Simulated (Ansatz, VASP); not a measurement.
# Si2Ni: VASP beside Ansatz

Contents of INCAR:

```
  ALGO = Normal
  DIPOL = 0.5 0.5 0.492
  EDIFF = 1E-6
  ENCUT = 520
  GGA = PS
  IDIPOL = 3
  ISIF = 2
  ISMEAR = 0
  LASPH = True
  LCHARG = False
  LDIPOL = True
  LREAL = Auto
  LWAVE = False
  NBANDS = 58
  NELM = 100
  PREC = Accurate
  SIGMA = 0.1
```

The input KPOINTS:

```
k-points
0
Gamma
  1 1 1
```

File POSCAR:

```
Si2Ni
1.0
    3.8123023665      0.0000000000      0.0000000000
    0.0000000000      3.8123023665      0.0000000000
    0.0000000000      0.0000000000     27.1306718489
Si Ni
10 5
Direct
    0.5000000000      0.0000000000      0.2764398922
    0.0000000000      0.5000000000      0.2764398922
    0.0000000000      0.5000000000      0.3757999401
    0.5000000000      0.0000000000      0.3757999401
    0.5000000000      0.0000000000      0.4751599880
    0.0000000000      0.5000000000      0.4751599880
    0.0000000000      0.5000000000      0.5745200359
    0.5000000000      0.0000000000      0.5745200359
    0.5000000000      0.0000000000      0.6738800839
    0.0000000000      0.5000000000      0.6738800839
    0.5000000000      0.5000000000      0.3261199161
    0.0000000000      0.0000000000      0.4254799641
    0.5000000000      0.5000000000      0.5248400120
    0.0000000000      0.0000000000      0.6242000599
    0.5000000000      0.5000000000      0.7235601078
```

Input for Ansatz:

```yaml
crystal:
  lattice:
    - [3.8123023665, 0.0, 0.0]
    - [0.0, 3.8123023665, 0.0]
    - [0.0, 0.0, 27.1306718489]
  atoms:
    - { symbol: Si, position: [0.5, 0.0, 0.2764398922] }
    - { symbol: Si, position: [0.0, 0.5, 0.2764398922] }
    - { symbol: Ni, position: [0.5, 0.5, 0.3261199161] }
    - { symbol: Si, position: [0.0, 0.5, 0.3757999401] }
    - { symbol: Si, position: [0.5, 0.0, 0.3757999401] }
    - { symbol: Ni, position: [0.0, 0.0, 0.4254799641] }
    - { symbol: Si, position: [0.5, 0.0, 0.475159988] }
    - { symbol: Si, position: [0.0, 0.5, 0.475159988] }
    - { symbol: Ni, position: [0.5, 0.5, 0.524840012] }
    - { symbol: Si, position: [0.0, 0.5, 0.5745200359] }
    - { symbol: Si, position: [0.5, 0.0, 0.5745200359] }
    - { symbol: Ni, position: [0.0, 0.0, 0.6242000599] }
    - { symbol: Si, position: [0.5, 0.0, 0.6738800839] }
    - { symbol: Si, position: [0.0, 0.5, 0.6738800839] }
    - { symbol: Ni, position: [0.5, 0.5, 0.7235601078] }
basis:
  ecutwfc: 420
kpoints:
  mp_grid: { grid: [1, 1, 1] }
hamiltonian:
  xc: pbesol
scf:
  occupations: { method: gaussian, width: 0.1 }
output:
  forces: true
  stress: true
  eigenvalues: true
efield:
  axis: 3
  dipole_correction: true
  ramp_width: 0.04
```

Alike in both runs: task single point; functional PBEsol; k mesh 1 × 1 × 1; occupations gaussian, width 0.1 eV; no spin polarisation.

|  | VASP | Ansatz |
| --- | --- | --- |
| version | VASP 6.6.1 | Ansatz 0.2.0 |
| potentials or method | VASP PAW PBE potentials, release 64 (Si, Ni), cutoff 520 eV | scalar-relativistic, plane waves, PAW |
| valence electrons in the cell | 90 | 130 |

```csv
,VASP,Ansatz,Ansatz less VASP
rms of the force components (eV/Å),0.432,0.441,+0.0098
```

VASP's potentials were made for PBE, not for PBEsol. VASP's potentials hold 90 valence electrons a cell and Ansatz's 130, so a difference there can come from the potentials and not from the codes.
